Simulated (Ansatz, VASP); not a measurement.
Sr: VASP beside Ansatz

POSCAR

```
Sr
1.0
    4.3296840923      0.0000000000      0.0000000000
   -2.1648420462      3.7496164143      0.0000000000
    0.0000000000      0.0000000000      7.0912110651
Sr
2
Direct
    0.3333333333      0.6666666667      0.2500000000
    0.6666666667      0.3333333333      0.7500000000
```

The input INCAR.step1:

```
SYSTEM = Sr
ALGO = Normal
EDIFF = 1E-4
ENCUT = 520
GGA = PE
ISMEAR = -1
LASPH = .True.
LCHARG = .False.
LREAL = .False.
LWAVE = .True.
NBANDS = 17
NELM = 100
PREC = Accurate
SIGMA = 0.05
```

Contents of INCAR.step2:

```
SYSTEM = Sr
ALGO = Normal
EDIFF = 1E-8
ENCUT = 520
ISIF = 2
ISMEAR = -1
ISTART = 1
LASPH = .True.
LCHARG = .False.
LEFG = .True.
LMIXTAU = .True.
LREAL = .False.
LWAVE = .False.
METAGGA = R2SCAN
NBANDS = 17
NELM = 100
PREC = Accurate
SIGMA = 0.05
```

The input KPOINTS:

```
k-points
0
Gamma
  11 11 6
  0 0 0
```

Input for Ansatz:

```yaml
crystal:
  lattice:
    - [4.3296840923, 0.0, 0.0]
    - [-2.1648420462, 3.7496164143, 0.0]
    - [0.0, 0.0, 7.0912110651]
  atoms:
    - { symbol: Sr, position: [0.3333333333, 0.6666666667, 0.25] }
    - { symbol: Sr, position: [0.6666666667, 0.3333333333, 0.75] }
kpoints:
  mp_grid: { grid: [11, 11, 6] }
scf:
  occupations: { method: fermi_dirac, width: 0.05 }
hamiltonian:
  xc: r2scan
  pseudopotentials: { kind: paw }
output:
  forces: true
  stress: true
  eigenvalues: true
  efg: { contact_densities: true }
```

Change from the starting cell: volume scaled by 1.02, PAW files.

Alike in both runs: task electric field gradients; functional r2SCAN; k mesh 11 × 11 × 6; occupations fermi-dirac, width 0.05 eV; no spin polarisation.

|  | VASP | Ansatz |
| --- | --- | --- |
| version | VASP 6.6.1 | Ansatz 0.2.0 |
| potentials or method | VASP PAW PBE potentials, release 64 (Sr_sv) | PAW with Ansatz's default frozen-core files, scalar-relativistic |
| plane-wave cutoff (eV) | 520 | 500 |
| valence electrons in the cell | 20 | 20 |

Ansatz gave:

| Quantity | Value |
| --- | --- |
| pressure (GPa) | -0.1 |
| traceless stress, the component that is largest in VASP (GPa) | 0.18 |
| size of Vzz on the site where it differs most (V/Å²) | 9.8 |

**Question.** Estimate VASP's values.

**Answer.** Pressure (GPa): -0.1; traceless stress, the component that is largest in VASP (GPa): 0.18; size of Vzz on the site where it differs most (V/Å²): 9.7.

VASP's potentials were made for PBE, not for r2SCAN. The functional is the same, so the differences come from potentials, cutoffs and numerics.
